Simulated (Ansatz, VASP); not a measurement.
SiO2 in VASP and in Ansatz

```
CELL_PARAMETERS angstrom
-4.45533 4.45533 2.60736
4.45533 -4.45533 2.60736
4.45533 4.45533 -2.60736
ATOMIC_POSITIONS crystal
Si 0.17694 0.17694 0.35387
Si 0.82306 0.17694 0.00000
Si 0.17694 0.82306 0.00000
Si 0.82306 0.82306 0.64613
O 0.50000 0.50000 0.50000
O 0.00000 0.50000 0.00000
O 0.50000 0.00000 0.00000
O 0.00000 0.00000 0.50000
O 0.00000 0.20894 0.20894
O 0.79106 0.00000 0.79106
O 0.20894 0.00000 0.20894
O 0.00000 0.79106 0.79106
```

Alike in both runs: functional LDA; k mesh 6 × 6 × 6; occupations gaussian, width 0.02 eV; no spin polarisation.

Ansatz relaxed the structure, and its values are those at the end. VASP's run is a single point on that final structure, the one shown.

|  | VASP | Ansatz |
| --- | --- | --- |
| version | VASP 6.6.1 | Ansatz 0.2.0 |
| potentials or method | VASP PAW LDA potentials, release 64 (Si, O), cutoff 520 eV | scalar-relativistic, plane waves, PAW |
| valence electrons in the cell | 64 | 64 |

VASP gave:

| Quantity | Value |
| --- | --- |
| gap on the k mesh at the Fermi level (eV) | 5.34 |
| least direct gap on the mesh (eV) | 5.34 |
| pressure (GPa) | 0.4 |
| rms of the force components (eV/Å) | 0.010 |

**Question.** Which values does Ansatz return?

**Answer.** gap on the k mesh at the Fermi level (eV): 5.35; least direct gap on the mesh (eV): 5.35; pressure (GPa): 0.0; rms of the force components (eV/Å): 0.000.

LDA's correlation is that of Perdew and Zunger in VASP and of Perdew and Wang (1992) in Ansatz.
